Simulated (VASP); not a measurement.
**BN: single point with PBE+D3(BJ)**

The system is BN.

```
B N
1.0
     0.00000    2.97289    2.15376
     1.24811    0.00000    2.15376
     1.24811    2.97289    0.00000
B N
1 1
Direct
  0.00025 0.00025 0.99975
  0.66645 0.66645 0.33355
```

```
Program                : VASP 6.6.1
Task                   : single point
Functional             : PBE
Dispersion             : D3(BJ)
Potentials or basis    : VASP PAW PBE potentials, release 64 (B, N)
Cutoff                 : 520 eV
k mesh                 : 12 × 12 × 12
Occupations            : gaussian, width 0.02 eV
Spin                   : no spin polarisation
Dipole correction      : no
Further INCAR settings : ALGO = Normal; EDIFF = 1e-07; NBANDS = 11
```

```json
{
 "Pressure": "6.7 GPa",
 "Largest force": "0.004 eV/Å",
 "Band gap on the k mesh": "2.85 eV (least direct gap 4.57 eV)",
 "Dispersion energy per atom": "-0.163 eV"
}
```

Forces on the atoms (eV/Å):
```
B    0.000  0.000  0.004
N    0.000  0.000 -0.004
```

Stress tensor (GPa, compression positive):
```
6.79 0.00 0.00
0.00 6.41 0.00
0.00 0.00 6.79
```

Levels at points of the mesh, in eV from the valence-band top:
| k point | band 1 | band 2 | band 3 | band 4 | band 5 | band 6 | band 7 | band 8 |
| --- | --- | --- | --- | --- | --- | --- | --- | --- |
| (0.00, 0.00, 0.00) | -18.53 | -3.85 | -1.74 | -1.72 | 5.64 | 11.22 | 11.44 | 13.06 |
| (0.50, 0.00, 0.00) | -15.08 | -9.42 | -4.57 | -1.39 | 4.21 | 9.73 | 14.05 | 17.56 |
| (0.50, 0.50, 0.00) | -15.23 | -9.69 | -4.55 | -0.20 | 6.45 | 9.32 | 12.62 | 14.85 |
| (0.50, 0.00, 0.50) | -17.89 | -7.31 | -1.83 | -1.70 | 10.98 | 11.07 | 11.28 | 12.70 |
| (0.00, 0.50, 0.50) | -14.86 | -9.10 | -4.72 | -2.44 | 2.85 | 9.43 | 15.67 | 20.01 |

It took 65 s on 1 thread of Intel Xeon 8259CL, with other jobs on the host, peak memory 0.18 GiB.

Caveat: the cell stands under pressure. A k mesh can miss the band edges.
